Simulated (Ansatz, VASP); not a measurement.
Two plane-wave programs on Sb

```
Sb
1.0
     0.00000    3.27107    3.27107
     3.27107    0.00000    3.27107
     3.27107    3.27107    0.00000
Sb
2
Direct
  0.87500 0.87500 0.87500
  0.12500 0.12500 0.12500
```

Change from the starting cell: shortest bond scaled by 1, PAW files.

Alike in both runs: task single point; functional PBE; k mesh 8 × 8 × 8; occupations fermi-dirac, width 0.05 eV; no spin polarisation.

|  | VASP | Ansatz |
| --- | --- | --- |
| version | VASP 6.6.1 | Ansatz 0.2.0 |
| potentials or method | VASP PAW PBE potentials, release 64 (Sb) | PAW with Ansatz's default frozen-core files, scalar-relativistic |
| plane-wave cutoff (eV) | 520 | 420 |
| valence electrons in the cell | 10 | 30 |

|  | VASP | Ansatz | Ansatz less VASP |
| --- | --- | --- | --- |
| pressure (GPa) | 9.4 | 9.3 | -0.14 |

With one functional, cell and mesh, what is left measures potentials, basis and numerics. VASP's potentials hold 10 valence electrons a cell and Ansatz's 30, so a difference there can come from the potentials and not from the codes.

Spin-orbit coupling is off throughout.
